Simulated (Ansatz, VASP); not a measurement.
**KBr: VASP beside Ansatz**

```
K Br
1.0
     0.00000    4.05733    4.05733
     4.05733    0.00000    4.05733
     4.05733    4.05733    0.00000
K Br
2 2
Direct
  0.00000 0.00000 0.00000
  0.25000 0.25000 0.25000
  0.50000 0.50000 0.50000
  0.75000 0.75000 0.75000
```

Change from the starting cell: species swapped into the LiIn type (Fd-3m, No. 227).

Alike in both runs: functional PBE; k mesh 3 × 3 × 3; occupations gaussian, width 0.15 eV; no spin polarisation.

Ansatz relaxed the structure, and its values are those at the end. VASP's run is a single point on that final structure, the one shown.

```csv
,VASP,Ansatz
version,VASP 6.6.1,Ansatz 0.2.0
potentials or method,"VASP PAW PBE potentials, release 64 (K_sv, Br), cutoff 500 eV","scalar-relativistic, plane waves, PAW"
valence electrons in the cell,32,32
```

```tsv
	VASP	Ansatz	Ansatz less VASP
gap on the k mesh at the Fermi level (eV)	2.57	2.57	0.000
least direct gap on the mesh (eV)	3.24	3.24	0.000
pressure (GPa)	0.3	0.3	-0.01
```

With one functional, cell and mesh, what is left measures potentials, basis and numerics.

The k mesh is coarse, so the values compare programs but aren't converged.
